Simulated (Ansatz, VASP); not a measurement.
## LiH in VASP and in Ansatz

```xyz
64
Lattice="8.1400 0.0000 0.0000 0.0000 8.1400 0.0000 0.0000 0.0000 8.1400" Properties=species:S:1:pos:R:3 pbc="T T T"
Li    0.0200    0.0000    0.0000
Li    0.0000    2.0350    2.0350
Li    2.0350    0.0000    2.0350
Li    2.0350    2.0350    0.0000
Li    0.0000    0.0000    4.0700
Li    0.0000    2.0350    6.1050
Li    2.0350    0.0000    6.1050
Li    2.0350    2.0350    4.0700
Li    0.0000    4.0700    0.0000
Li    0.0000    6.1050    2.0350
Li    2.0350    4.0700    2.0350
Li    2.0350    6.1050    0.0000
Li    0.0000    4.0700    4.0700
Li    0.0000    6.1050    6.1050
Li    2.0350    4.0700    6.1050
Li    2.0350    6.1050    4.0700
Li    4.0700    0.0000    0.0000
Li    4.0700    2.0350    2.0350
Li    6.1050    0.0000    2.0350
Li    6.1050    2.0350    0.0000
Li    4.0700    0.0000    4.0700
Li    4.0700    2.0350    6.1050
Li    6.1050    0.0000    6.1050
Li    6.1050    2.0350    4.0700
Li    4.0700    4.0700    0.0000
Li    4.0700    6.1050    2.0350
Li    6.1050    4.0700    2.0350
Li    6.1050    6.1050    0.0000
Li    4.0700    4.0700    4.0700
Li    4.0700    6.1050    6.1050
Li    6.1050    4.0700    6.1050
Li    6.1050    6.1050    4.0700
H     2.0350    0.0000    0.0000
H     2.0350    2.0350    2.0350
H     0.0000    0.0000    2.0350
H     0.0000    2.0350    0.0000
H     2.0350    0.0000    4.0700
H     2.0350    2.0350    6.1050
H     0.0000    0.0000    6.1050
H     0.0000    2.0350    4.0700
H     2.0350    4.0700    0.0000
H     2.0350    6.1050    2.0350
H     0.0000    4.0700    2.0350
H     0.0000    6.1050    0.0000
H     2.0350    4.0700    4.0700
H     2.0350    6.1050    6.1050
H     0.0000    4.0700    6.1050
H     0.0000    6.1050    4.0700
H     6.1050    0.0000    0.0000
H     6.1050    2.0350    2.0350
H     4.0700    0.0000    2.0350
H     4.0700    2.0350    0.0000
H     6.1050    0.0000    4.0700
H     6.1050    2.0350    6.1050
H     4.0700    0.0000    6.1050
H     4.0700    2.0350    4.0700
H     6.1050    4.0700    0.0000
H     6.1050    6.1050    2.0350
H     4.0700    4.0700    2.0350
H     4.0700    6.1050    0.0000
H     6.1050    4.0700    4.0700
H     6.1050    6.1050    6.1050
H     4.0700    4.0700    6.1050
H     4.0700    6.1050    4.0700
```

Alike in both runs: task single point; functional PBE; k mesh 3 × 3 × 3; no spin polarisation.

```csv
,VASP,Ansatz
version,VASP 6.6.1,Ansatz 0.2.0
potentials or method,"VASP PAW PBE potentials, release 64 (Li_sv, H)","scalar-relativistic, plane waves, PAW"
plane-wave cutoff (eV),520,420
occupations,"gaussian, width 0.01 eV",fixed
valence electrons in the cell,128,128
```

VASP gave:

- gap on the k mesh at the Fermi level (eV): 3.01
- least direct gap on the mesh (eV): 3.01
- rms of the force components (eV/Å): 0.005

**Question.** What did Ansatz give for the same quantities?

**Answer.** gap on the k mesh at the Fermi level (eV): 3.02; least direct gap on the mesh (eV): 3.02; rms of the force components (eV/Å): 0.005.

Noted on VASP's run: the cutoff is short for stress, so the pressure is rough.
